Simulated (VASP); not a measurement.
The system is KZrCl3.

```
K Zr Cl
1.0
     5.12099    0.00000    0.00000
     0.00000    5.12099    0.00000
     0.00000    0.00000    5.12099
K Zr Cl
1 1 3
Cartesian
  0.0000 0.0000 0.0000
  2.5605 2.5605 2.5605
  0.0000 2.5605 2.5605
  2.5605 2.5605 0.0000
  2.5605 0.0000 2.5605
```

Base run:

```yaml
Program: VASP 6.6.1
Functional: r2SCAN
Potentials_or_basis: VASP PAW PBE potentials, release 64 (K_sv, Zr_sv, Cl)
Cutoff: 520 eV
k_mesh: 8 × 8 × 8
Occupations: gaussian, width 0.1 eV
Spin: no spin polarisation
```

Its results: band gap on the k mesh zero (band 21 reaches 6.86 eV, above the bottom of band 22 at 4.37 eV); pressure -0.7 GPa.

The run is repeated on the same cell with these changes: functional from r2SCAN to PBE. What comes out?

Band gap on the k mesh zero (band 21 reaches 6.73 eV, above the bottom of band 22 at 4.28 eV); pressure 0.0 GPa.

Caveats: the PAW data sets were made with another functional, which shifts forces and pressure a little (some runs).
